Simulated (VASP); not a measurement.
# Ba (R-3m) in VASP: notebook

The runs below take Ba through single point, with PBEsol.

All numbers are computed with VASP 6.6.1; they aren't measurements. Logs are shortened: lines on timing, memory, paths and dates and some standing lists are left out, and cuts for length are marked.

### 1 The cell of the first run

The structure is trigonal, space group R-3m (No. 166). The conventional cell has a = 3.345 Å, b = 3.345 Å, c = 18.117 Å, α = 90.00°, β = 90.00°, γ = 120.00°. Ba (site symmetry -3m) has 6 Ba at 3.35 Å within 4.4 Å.

### 2 Single point, PBEsol (58.52 Å³/atom)

INCAR reads:

```
PREC = Accurate
ENCUT = 520
EDIFF = 1E-6
ISMEAR = 0
SIGMA = 0.15
LREAL = F
LASPH = T
NELM = 100
ALGO = Fast
ISIF = 2
LWAVE = F
LCHARG = T
GGA = PS
LELF = T
LVHAR = T
NBANDS = 11
```

KPOINTS reads:

```
regular mesh
0
Gamma
  14 14 14
```

POSCAR reads:

```
Ba
1.0
    1.9097396056      4.2750351291      4.2750351291
    4.2750351291      1.9097396056      4.2750351291
    4.2750351291      4.2750351291      1.9097396056
Ba
1
Direct
    0.0000000000      0.0000000000      0.0000000000
```

Potentials or basis: VASP PAW PBE potentials, release 64 (Ba_sv).

Launch:

```
$ cat potpaw_PBE.64/Ba_sv/POTCAR > POTCAR
$ mpirun -np 1 vasp_std > vasp.out
```

OUTCAR:

```text
PREC = Accurate
   ENCUT = 520
   EDIFF = 1E-6
   ISMEAR = 0
   LREAL = F
   LASPH = T
   NELM = 100
   ISIF = 2
   GGA = PS

 ion  position               nearest neighbor table
   1  0.000  0.000  0.000-

  LATTYP: Found a trigonal (rhomboedric) cell.
 ALAT       =     6.3402646689
 COS(alpha) =     0.8608266617

  Lattice vectors:

 A1 = (   1.9097396056,   4.2750351291,   4.2750351291)
 A2 = (   4.2750351291,   1.9097396056,   4.2750351291)
 A3 = (   4.2750351291,   4.2750351291,   1.9097396056)

Analysis of symmetry for initial positions (statically):
=====================================================================
 Subroutine PRICEL returns:
 Original cell was already a primitive cell.

 Routine SETGRP: Setting up the symmetry group for a
 trigonal (rhombohedral) supercell.

 Subroutine GETGRP returns: Found 12 space group operations
 (whereof 12 operations were pure point group operations)
 out of a pool of 12 trial point group operations.

The static configuration has the point symmetry D_3d.

Analysis of symmetry for dynamics (positions and initial velocities):
=====================================================================
 Subroutine PRICEL returns:
 Original cell was already a primitive cell.

 Routine SETGRP: Setting up the symmetry group for a
 trigonal (rhombohedral) supercell.

 Subroutine GETGRP returns: Found 12 space group operations
 (whereof 12 operations were pure point group operations)
 out of a pool of 12 trial point group operations.

The dynamic configuration has the point symmetry D_3d.

 Subroutine INISYM returns: Found 12 space group operations
 (whereof 12 operations are pure point group operations),
 and found     1 'primitive' translations

----------------------------------------------------------------------------------------

                                     Primitive cell

  volume of cell :      58.5187

  direct lattice vectors                    reciprocal lattice vectors
     1.909739606  4.275035129  4.275035129    -0.249985424  0.172794728  0.172794728
     4.275035129  1.909739606  4.275035129     0.172794728 -0.249985424  0.172794728
     4.275035129  4.275035129  1.909739606     0.172794728  0.172794728 -0.249985424

  length of vectors
     6.340264669  6.340264669  6.340264669     0.349583678  0.349583678  0.349583678

  position of ions in fractional coordinates (direct lattice)
     0.000000000  0.000000000  0.000000000

  ion indices of the primitive-cell ions
   primitive index   ion index
                 1           1

----------------------------------------------------------------------------------------

 KPOINTS: regular mesh

Automatic generation of k-mesh.
 Grid dimensions read from file:
 generate k-points for:   14   14   14

 Generating k-lattice:

  Cartesian coordinates                     Fractional coordinates (reciprocal lattice)
    -0.017856102  0.012342481  0.012342481     0.071428571  0.000000000  0.000000000
     0.012342481 -0.017856102  0.012342481     0.000000000  0.071428571  0.000000000
     0.012342481  0.012342481 -0.017856102     0.000000000  0.000000000  0.071428571

  Length of vectors
     0.024970263  0.024970263  0.024970263

  Shift w.r.t. Gamma in fractional coordinates (k-lattice)
     0.000000000  0.000000000  0.000000000

 Subroutine IBZKPT returns following result:
 ===========================================

 Found    288 irreducible k-points:

 Following reciprocal coordinates:
            Coordinates               Weight
  0.000000  0.000000  0.000000      1.000000
  0.071429  0.000000  0.000000      6.000000
  0.142857  0.000000  0.000000      6.000000
  0.214286  0.000000 -0.000000      6.000000
  0.285714 -0.000000 -0.000000      6.000000
  0.357143  0.000000  0.000000      6.000000
[... 16 lines left out ...]
  0.214286  0.142857 -0.000000     12.000000
  0.285714  0.142857  0.000000     12.000000
 [... further k-points ...]
   k-points           NKPTS =    288   k-points in BZ     NKDIM =    288   number of bands    NBANDS=     11
   number of dos      NEDOS =    301   number of ions     NIONS =      1
   total plane-waves  NPLWV = 110592
   dimension x,y,z NGX =    48 NGY =   48 NGZ =   48
   dimension x,y,z NGXF=    96 NGYF=   96 NGZF=   96
   ions per type =               1
   NGX,Y,Z   is equivalent  to a cutoff of  12.59, 12.59, 12.59 a.u.
   NGXF,Y,Z  is equivalent  to a cutoff of  25.17, 25.17, 25.17 a.u.
 SYSTEM =  unknown system
   PREC   = accura    normal or accurate (medium, high low for compatibility)
   ISTART =      0    job   : 0-new  1-cont  2-samecut
   ICHARG =      2    charge: 1-file 2-atom 10-const
   ISPIN  =      1    spin polarized calculation?
   LNONCOLLINEAR =      F non collinear calculations
   LSORBIT =      F    spin-orbit coupling
   LASPH  =      T    aspherical Exc in radial PAW
   ENCUT  =  520.0 eV  38.22 Ry    6.18 a.u.  11.79 11.79 11.79*2*pi/ulx,y,z
   NELM   =    100;   NELMIN=  2; NELMDL= -5     # of ELM steps
   EDIFF  = 0.1E-05   stopping-criterion for ELM
   LREAL  =      F    real-space projection
   EDIFFG = 0.1E-04   stopping-criterion for IOM
   NSW    =      0    number of steps for IOM
   IBRION =     -1    ionic relax: 0-MD 1-quasi-New 2-CG
   NFREE  =      0    steps in history (QN), initial steepest desc. (CG)
   ISIF   =      2    stress and relaxation
   ISYM   =      2    0-nonsym 1-usesym 2-fastsym
   POTIM  = 0.5000    time-step for ionic-motion
   TEBEG  =    0.0;   TEEND  =   0.0 temperature during run
   PSTRESS=    0.0 pullay stress
   NELECT =      10.0000    total number of electrons
   NUPDOWN=      -1.0000    fix difference up-down
   EMIN   =  10.00;   EMAX   =-10.00  energy-range for DOS
   EFERMI =   0.00;   METHOD = LEGACY
   ISMEAR =     0;   SIGMA  =   0.15  broadening in eV -4-tet -1-fermi 0-gaus
   EFERMI_NEDOS =   21; number of points for ismear=-14 and -15
   IALGO  =     68    algorithm
   IMIX   =      4    mixing-type and parameters
     AMIX     =   0.40;   BMIX     =  1.00
     AMIX_MAG =   1.60;   BMIX_MAG =  1.00
  volume/ion in A,a.u.               =      58.52       394.90
  Fermi-wavevector in a.u.,A,eV,Ry     =   0.908469  1.716757 11.229097  0.825315
  Thomas-Fermi vector in A             =   2.032399
   LORBIT       =      0    0 simple, 1 ext, 2 COOP (PROOUT), +10 PAW based schemes
   GGA     = PS    functional components
   LHFCALC =     F    Hartree Fock is set to
   AEXX    =    0.0000 exact exchange contribution
   IVDW    =     0    specifies the selected vdW correction
   LEPSILON=     F    determine dielectric tensor
   LRPA    =     F    only Hartree local field effects (RPA)
 non-spin polarized calculation
 RMM-DIIS sequential band-by-band and
 Gauss-broadening in eV      SIGMA  =   0.15
  energy-cutoff  :      520.00
  volume of cell :       58.52
 maximum number of plane-waves:      1597
   NGX = 23   NGY = 23   NGZ = 23

 number of electron      10.0000000 magnetization

 Free energy of the ion-electron system (eV)
  ---------------------------------------------------
  ext. energy  EPLUGINS =         0.00000000
  ---------------------------------------------------
  free energy    TOTEN  =        -0.80894538 eV

  energy without entropy =       -0.77426001  energy(sigma->0) =       -0.79160270

 E-fermi :   1.3607     XC(G=0):  -7.2766

 val. band max:        1.3604634018   @ k =  -0.4286  -0.4286   0.3571
 cond. band min:       1.3611865514   @ k =  -0.2857   0.3571   0.1429
 fundamental gap:      0.0007231496
 Fermi energy:         1.3607054929

 k-point     1 :       0.0000    0.0000    0.0000
  band No.  band energies     occupation
      1     -27.6301      2.00000
      2     -12.8150      2.00000
      3     -10.8584      2.00000
      4     -10.8584      2.00000
      5      -0.3472      2.00000
      6       1.0584      1.99563
      7       4.0414      0.00000
      8       4.0414      0.00000
      9       4.7975      0.00000
     10       8.1591      0.00000
     11       8.1596      0.00000

 k-point     2 :       0.0714    0.0000    0.0000
  band No.  band energies     occupation
      1     -27.5995      2.00000
      2     -12.7832      2.00000
      3     -11.0794      2.00000
      4     -10.9045      2.00000
      5      -0.1811      2.00000
      6       1.2748      1.58185
      7       3.7486      0.00000
      8       4.2589      0.00000
      9       4.5391      0.00000
     10       8.0276      0.00000
     11       8.1028      0.00000

 k-point     3 :       0.1429    0.0000    0.0000
  band No.  band energies     occupation
      1     -27.5119      2.00000
      2     -12.6925      2.00000
      3     -11.6541      2.00000
      4     -11.0301      2.00000
      5       0.2124      2.00000
      6       1.7499      0.00024
      7       3.3431      0.00000
      8       3.8844      0.00000
      9       4.8963      0.00000
     10       7.6951      0.00000
     11       7.9244      0.00000

 k-point     4 :       0.2143    0.0000   -0.0000
  band No.  band energies     occupation
      1     -27.3811      2.00000
      2     -12.5567      2.00000
      3     -12.3986      2.00000
      4     -11.2033      2.00000
      5       0.6792      2.00000
      6       1.6754      0.00301
      7       3.0595      0.00000
      8       3.9454      0.00000
      9       5.9125      0.00000
     10       7.2834      0.00000
     11       7.7679      0.00000

 k-point     5 :       0.2857   -0.0000   -0.0000
  band No.  band energies     occupation
      1     -27.2291      2.00000
      2     -13.1430      2.00000
      3     -12.3987      2.00000
      4     -11.3853      2.00000
      5       0.7913      2.00000
      6       1.6228      0.01346
      7       2.3158      0.00000
      8       5.2374      0.00000
      9       6.8919      0.00000
     10       7.2487      0.00000
     11       7.6768      0.00000
[... 211 lines left out ...]
 k-point    21 :      -0.0714    0.0714    0.0000
  band No.  band energies     occupation
      1     -27.5403      2.00000
      2     -12.7218      2.00000
      3     -11.4655      2.00000
      4     -11.0018      2.00000
      5       0.0876      2.00000
      6       1.6774      0.00283
      7       3.3003      0.00000
      8       4.1059      0.00000
      9       4.7445      0.00000
     10       7.7246      0.00000
     11       8.1793      0.00000

 k-point    22 :       0.1429    0.1429   -0.0000
  band No.  band energies     occupation
      1     -27.5119      2.00000
      2     -12.6934      2.00000
      3     -11.6540      2.00000
      4     -11.0301      2.00000
      5       0.2554      2.00000
      6       1.7474      0.00027
      7       3.3451      0.00000
      8       3.8322      0.00000
      9       4.8954      0.00000
     10       7.5606      0.00000
     11       7.7175      0.00000

 k-point    23 :       0.2143    0.1429   -0.0000
  band No.  band energies     occupation
      1     -27.4310      2.00000
      2     -12.6097      2.00000
      3     -12.0969      2.00000
      4     -11.1792      2.00000
      5       0.6057      2.00000
      6       2.0653      0.00000
      7       3.0849      0.00000
      8       3.3622      0.00000
      9       5.7044      0.00000
     10       7.1774      0.00000
     11       7.4698      0.00000

 k-point    24 :       0.2857    0.1429    0.0000
  band No.  band energies     occupation
      1     -27.3104      2.00000
      2     -12.6519      2.00000
      3     -12.4846      2.00000
      4     -11.4407      2.00000
      5       1.1079      1.98286
      6       2.4402      0.00000
      7       2.7007      0.00000
      8       3.0274      0.00000
      9       6.3881      0.00000
     10       7.0027      0.00000
     11       7.4974      0.00000

 [... further k-points ...]
[... 5 lines left out ...]
  --------------------------------------------------------------------------------------
  -------------------------------------------------------------------------------------
  Total        1.5573842      1.5573842      1.5573842     -1.2457439     -1.2457439     -1.2457439
  in kB       42.6394653     42.6394653     42.6394653    -34.1070947    -34.1070947    -34.1070947
  external PRESSURE =      42.6394653 kB  Pullay stress =       0.0000000 kB

 VOLUME and BASIS-vectors are now :
 -----------------------------------------------------------------------------
  energy-cutoff  :      520.00
  volume of cell :       58.52
      direct lattice vectors                 reciprocal lattice vectors
     1.909739606  4.275035129  4.275035129    -0.249985424  0.172794728  0.172794728
     4.275035129  1.909739606  4.275035129     0.172794728 -0.249985424  0.172794728
     4.275035129  4.275035129  1.909739606     0.172794728  0.172794728 -0.249985424

 POSITION                                       TOTAL-FORCE (eV/Angst)
 -----------------------------------------------------------------------------------
      0.00000      0.00000      0.00000        -0.000000      0.000000      0.000000
 -----------------------------------------------------------------------------------
    total drift:                                0.000000      0.000000      0.000000

  FREE ENERGIE OF THE ION-ELECTRON SYSTEM (eV)
  ---------------------------------------------------
  free  energy   TOTEN  =        -0.8089453834 eV

  energy  without entropy=       -0.7742600076  energy(sigma->0) =       -0.79160270
```

Run time: 13 min. Hardware: 1 thread of Intel Xeon 8259CL, shared host; peak memory 0.44 GiB.

What came out:

| Property | Result |
| --- | --- |
| Free energy | -0.8089 eV |
| Pressure | 4.3 GPa |
| Band gap on the k mesh | zero (bands 5 and 6 overlap by 1.15 eV) |

Caveat: the cell stands under pressure; the PAW data sets were made with another functional, which shifts forces and pressure a little; spin-orbit coupling is left out, which moves the levels of the heavy elements.

### 3 Single point, PBEsol (58.52 Å³/atom)

INCAR reads:

```
ALGO     = Fast           # electronic algorithm
EDIFF    = 1E-6           # SCF threshold, eV
ENCUT    = 520            # plane-wave cutoff, eV
GGA      = PS             # functional
ISIF     = 2              # what is computed and relaxed
ISMEAR   = 0              # smearing method
LASPH    = True           # aspherical terms in the spheres
LCHARG   = True           # write CHGCAR
LELF     = True           # ELF
LREAL    = False          # projectors in reciprocal space
LVHAR    = True         
LWAVE    = False          # write WAVECAR
NBANDS   = 11             # bands
NELM     = 80             # most SCF steps
PREC     = Accurate       # precision mode
SIGMA    = 0.15           # smearing width, eV
```

KPOINTS reads:

```
k-points
0
Gamma
  14 14 14
```

POSCAR reads:

```
Ba
1.0
   -0.3948260858      2.8972202103      2.8972202103
    2.8972202103     -0.3948260858      2.8972202103
    2.8972202103      2.8972202103     -0.3948260858
Ba
1
Direct
    0.0000000000      0.0000000000      0.0000000000
```

Potentials or basis: VASP PAW PBE potentials, release 64 (Ba_sv).

Launch:

```
$ cat potpaw_PBE.64/Ba_sv/POTCAR > POTCAR
$ mpirun -np 1 vasp_std > vasp.out
```

Wall time 3.2 min (1 thread of Intel Xeon 8259CL, shared host); peak memory 0.32 GiB.

The run converged. Its results:

```
Free energy            : -2.0610 eV
Pressure               : 0.2 GPa
Band gap on the k mesh : zero (bands 5 and 6 overlap by 0.43 eV)
```

Stress tensor (GPa, compression positive):
```
0.16 0.92 0.92
0.92 0.16 0.92
0.92 0.92 0.16
```

Levels at points of the mesh, in eV from the Fermi level:
```
           k point  band 1  band 2  band 3  band 4  band 5  band 6  band 7  band 8  band 9  band 10
(0.00, 0.00, 0.00)  -28.78  -13.67  -13.67  -13.59   -2.77    1.12    1.12    3.14    3.87     3.87
(0.50, 0.00, 0.00)  -28.73  -14.27  -13.67  -13.65   -0.98    1.05    1.10    2.91    4.06     4.52
(0.50, 0.50, 0.00)  -28.69  -14.29  -13.97  -13.71   -0.87   -0.19    2.50    4.48    4.72     5.28
(0.50, 0.50, 0.50)  -28.67  -14.38  -13.86  -13.86   -0.84    1.20    1.20    2.34    5.48     5.48
```

Caveat: the PAW data sets were made with another functional, which shifts forces and pressure a little; spin-orbit coupling is left out, which moves the levels of the heavy elements.

### 4 Single point, PBEsol (58.52 Å³/atom)

INCAR reads:

```
SYSTEM = Ba
PREC = Accurate
ENCUT = 520
EDIFF = 1E-6
ISMEAR = 0
SIGMA = 0.15
LREAL = .FALSE.
LASPH = .TRUE.
NELM = 80
ALGO = Fast
ISIF = 2
LWAVE = .FALSE.
LCHARG = .FALSE.
GGA = PS
NBANDS = 11
```

KPOINTS reads:

```
Automatic mesh
0
G
  14 14 14
  0 0 0
```

POSCAR reads:

```
Ba
1.0
    0.4218760185      3.3061696728      3.3061696728
    3.3061696728      0.4218760185      3.3061696728
    3.3061696728      3.3061696728      0.4218760185
Ba
1
Direct
    0.0000000000      0.0000000000      0.0000000000
```

Launch:

```
$ cat potpaw_PBE.64/Ba_sv/POTCAR > POTCAR
$ mpirun -np 1 vasp_std > vasp.out
```

Run time: 5.3 min. Hardware: 1 thread of Intel Xeon 8259CL, shared host; peak memory 0.34 GiB.

The run converged. Its results:

| Item | Value |
| --- | --- |
| Free energy | -2.0342 eV |
| Pressure | 0.3 GPa |
| Band gap on the k mesh | zero (bands 5 and 6 overlap by 0.62 eV) |

Stress tensor (GPa, compression positive):
```
 0.27 -1.47 -1.47
-1.47  0.27 -1.47
-1.47 -1.47  0.27
```

Levels at points of the mesh, in eV from the Fermi level:
```
           k point  band 2  band 3  band 4  band 5  band 6  band 7  band 8  band 9
(0.00, 0.00, 0.00)  -13.75  -13.53  -13.53   -2.75    0.82    2.20    2.20    3.97
(0.50, 0.00, 0.00)  -14.36  -13.72  -13.70   -0.88    0.84    1.70    2.54    3.76
(0.50, 0.50, 0.00)  -14.32  -13.83  -13.74   -0.85   -0.28    2.52    4.55    4.82
(0.50, 0.50, 0.50)  -14.09  -13.55  -13.55   -1.23    0.62    2.02    2.02    4.80
```

Caveat: the PAW data sets were made with another functional, which shifts forces and pressure a little; spin-orbit coupling is left out, which moves the levels of the heavy elements.

### 5 Overview

| cell | gap on the mesh (eV) | pressure (GPa) |
| --- | --- | --- |
| a = 6.340 Å, angles 30.6°, 1 atom | none | 4.3 |
| a = 4.116 Å, angles 68.9°, 1 atom | none | 0.2 |
| a = 4.695 Å, angles 51.5°, 1 atom | none | 0.3 |

Alike in all rows: task single point; level PBEsol; potentials or basis VASP PAW PBE potentials, release 64 (Ba_sv); no spin polarisation; k mesh 14 × 14 × 14; cutoff (eV) 520; smearing gaussian 0.15 eV.

Caveats: the PAW data sets were made with another functional, which shifts forces and pressure a little; spin-orbit coupling is left out, which moves the levels of the heavy elements; the cell stands under pressure (at least some runs).

Absolute energies hang on the potentials; compare differences alone.
